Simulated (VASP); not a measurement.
# C (P6_3/mmc) in VASP: notebook, part 2 of 2

VASP 6.6.1. Earlier steps stand in the parts before.

## Step 3: Single point, PBE

This run uses another cell than the first one, of 5.56 Å³/atom.

The input, INCAR:

```
SYSTEM = C
ALGO = Normal
EDIFF = 1E-7
ENCUT = 520
GGA = PE
ISIF = 2
ISMEAR = -1
LASPH = .TRUE.
LCHARG = .FALSE.
LREAL = .FALSE.
LWAVE = .FALSE.
NBANDS = 36
NELM = 80
PREC = Accurate
SIGMA = 0.05
```

The input, KPOINTS:

```
k-points
0
G
  12 12 3
  0 0 0
```

The input, POSCAR:

```
C
1.0
    2.5051726443      0.0000000000      0.0000000000
   -1.2525863222      2.1695431509      0.0000000000
    0.0000000000      0.0000000000     12.2727733403
C
12
Direct
    0.6666666667      0.3333333333      0.3541700000
    0.3333333333      0.6666666667      0.8541700000
    0.6666666667      0.3333333333      0.1458300000
    0.3333333333      0.6666666667      0.6458300000
    0.6666666667      0.3333333333      0.4791700000
    0.3333333333      0.6666666667      0.9791700000
    0.6666666667      0.3333333333      0.0208300000
    0.3333333333      0.6666666667      0.5208300000
    0.0000000000      0.0000000000      0.8125000000
    0.0000000000      0.0000000000      0.3125000000
    0.0000000000      0.0000000000      0.6875000000
    0.0000000000      0.0000000000      0.1875000000
```

Potentials or basis: VASP PAW PBE potentials, release 64 (C).

Launch:

```sh
$ cat potpaw_PBE.64/C/POTCAR > POTCAR
$ mpirun -np 1 vasp_std > vasp.out
```

OUTCAR:

```text
SYSTEM = C
   EDIFF = 1E-7
   ENCUT = 520
   GGA = PE
   ISIF = 2
   ISMEAR = -1
   LASPH = .TRUE.
   LREAL = .FALSE.
   NELM = 80
   PREC = Accurate

 ion  position               nearest neighbor table
   1  0.667  0.333  0.354-   5 1.53  10 1.53  10 1.53  10 1.53
   2  0.333  0.667  0.854-   6 1.53   9 1.53   9 1.53   9 1.53
   3  0.667  0.333  0.146-   7 1.53  12 1.53  12 1.53  12 1.53
   4  0.333  0.667  0.646-   8 1.53  11 1.53  11 1.53  11 1.53
   5  0.667  0.333  0.479-   8 1.53   8 1.53   8 1.53   1 1.53
   6  0.333  0.667  0.979-   7 1.53   7 1.53   7 1.53   2 1.53
   7  0.667  0.333  0.021-   6 1.53   6 1.53   6 1.53   3 1.53
   8  0.333  0.667  0.521-   5 1.53   5 1.53   5 1.53   4 1.53
   9  0.000  0.000  0.812-  11 1.53   2 1.53   2 1.53   2 1.53
  10  0.000  0.000  0.312-  12 1.53   1 1.53   1 1.53   1 1.53
  11  0.000  0.000  0.688-   9 1.53   4 1.53   4 1.53   4 1.53
  12  0.000  0.000  0.188-  10 1.53   3 1.53   3 1.53   3 1.53

  LATTYP: Found a hexagonal cell.
 ALAT       =     2.5051726443
 C/A-ratio  =     4.8989730781

[... 207 lines left out ...]
 Fermi energy:        11.0866750949

 k-point     1 :       0.0000    0.0000    0.0000
  band No.  band energies     occupation
      1     -11.7357      2.00000
      2     -10.9797      2.00000
      3     -10.9336      2.00000
      4      -8.6801      2.00000
      5      -8.6568      2.00000
      6      -5.8188      2.00000
[... 925 lines left out ...]
     35      19.3797      0.00000
     36      20.1283      0.00000

 [... further k-points ...]
[... 5 lines left out ...]
  --------------------------------------------------------------------------------------
  -------------------------------------------------------------------------------------
  Total        3.8314718      3.8314718      7.4225072     -0.0000000     -0.0000000      0.0000000
  in kB       92.0296038     92.0296038    178.2840712     -0.0000000     -0.0000000      0.0000000
  external PRESSURE =     120.7810929 kB  Pullay stress =       0.0000000 kB

 VOLUME and BASIS-vectors are now :
 -----------------------------------------------------------------------------
  energy-cutoff  :      520.00
  volume of cell :       66.70
      direct lattice vectors                 reciprocal lattice vectors
     2.505172644  0.000000000  0.000000000     0.399174086  0.230463266  0.000000000
    -1.252586322  2.169543151  0.000000000     0.000000000  0.460926532  0.000000000
     0.000000000  0.000000000 12.272773340     0.000000000  0.000000000  0.081481176

 POSITION                                       TOTAL-FORCE (eV/Angst)
 -----------------------------------------------------------------------------------
      1.25259      0.72318      4.34665        -0.000000      0.000000      0.322583
     -0.00000      1.44636     10.48303         0.000000     -0.000000      0.322583
      1.25259      0.72318      1.78974        -0.000000      0.000000     -0.322583
     -0.00000      1.44636      7.92613         0.000000     -0.000000     -0.322583
      1.25259      0.72318      5.88074        -0.000000     -0.000000     -0.027443
     -0.00000      1.44636     12.01713         0.000000      0.000000     -0.027443
      1.25259      0.72318      0.25564        -0.000000      0.000000      0.027443
     -0.00000      1.44636      6.39203         0.000000      0.000000      0.027443
      0.00000      0.00000      9.97163        -0.000000     -0.000000      0.343453
      0.00000      0.00000      3.83524        -0.000000      0.000000      0.343453
      0.00000      0.00000      8.43753         0.000000     -0.000000     -0.343453
      0.00000      0.00000      2.30115        -0.000000      0.000000     -0.343453
 -----------------------------------------------------------------------------------
    total drift:                               -0.000000      0.000000      0.000000

  FREE ENERGIE OF THE ION-ELECTRON SYSTEM (eV)
  ---------------------------------------------------
  free  energy   TOTEN  =      -108.9577479258 eV

  energy  without entropy=     -108.9577479257  energy(sigma->0) =     -108.95774793
```

OSZICAR:

```text
N       E                     dE             d eps       ncg     rms          rms(c)
DAV:   1     0.122981416131E+03    0.12298E+03   -0.25538E+04  2736   0.131E+03
DAV:   2    -0.104317640896E+03   -0.22730E+03   -0.21328E+03  3512   0.254E+02
DAV:   3    -0.112932201774E+03   -0.86146E+01   -0.85494E+01  3616   0.455E+01
DAV:   4    -0.113032637108E+03   -0.10044E+00   -0.10019E+00  3616   0.520E+00
DAV:   5    -0.113034443532E+03   -0.18064E-02   -0.18051E-02  3504   0.675E-01    0.140E+01
DAV:   6    -0.109976721056E+03    0.30577E+01   -0.20178E+00  3232   0.669E+00    0.833E+00
DAV:   7    -0.108954416899E+03    0.10223E+01   -0.25322E+00  3172   0.772E+00    0.177E+00
DAV:   8    -0.108957396541E+03   -0.29796E-02   -0.67673E-02  3472   0.122E+00    0.860E-02
DAV:   9    -0.108957639969E+03   -0.24343E-03   -0.81533E-04  3624   0.161E-01    0.382E-02
DAV:  10    -0.108957745902E+03   -0.10593E-03   -0.93924E-05  3340   0.596E-02    0.134E-02
DAV:  11    -0.108957747547E+03   -0.16445E-05   -0.36117E-06  3544   0.114E-02    0.346E-03
DAV:  12    -0.108957747897E+03   -0.34951E-06   -0.29627E-07  3232   0.332E-03    0.771E-04
DAV:  13    -0.108957747926E+03   -0.29211E-07   -0.46603E-08  2424   0.122E-03
   1 F= -.10895775E+03 E0= -.10895775E+03  d E =-.433357E-10
```

Run time: 89 s. Hardware: 1 thread of AMD EPYC 7R43 (Zen 3), shared host; peak memory 0.17 GiB.

Results:

| Quantity | Value |
| --- | --- |
| Free energy | -108.9577 eV |
| Pressure | 12.1 GPa |
| Largest force | 0.343 eV/Å |
| Band gap on the k mesh | 4.43 eV (least direct gap 5.35 eV) |

Forces in eV/Å, atoms in the order of the input:
```
C    0.000  0.000  0.323
C    0.000  0.000  0.323
C    0.000  0.000 -0.323
C    0.000  0.000 -0.323
C    0.000  0.000 -0.027
C    0.000  0.000 -0.027
C    0.000  0.000  0.027
C    0.000  0.000  0.027
C    0.000  0.000  0.343
C    0.000  0.000  0.343
C    0.000  0.000 -0.343
C    0.000  0.000 -0.343
```

Stress tensor (GPa, compression positive):
```
 9.20  0.00  0.00
 0.00  9.20  0.00
 0.00  0.00 17.83
```

Caveat: the cell stands under pressure; an odd mesh through Γ misses points on the zone boundary, where band edges can lie.
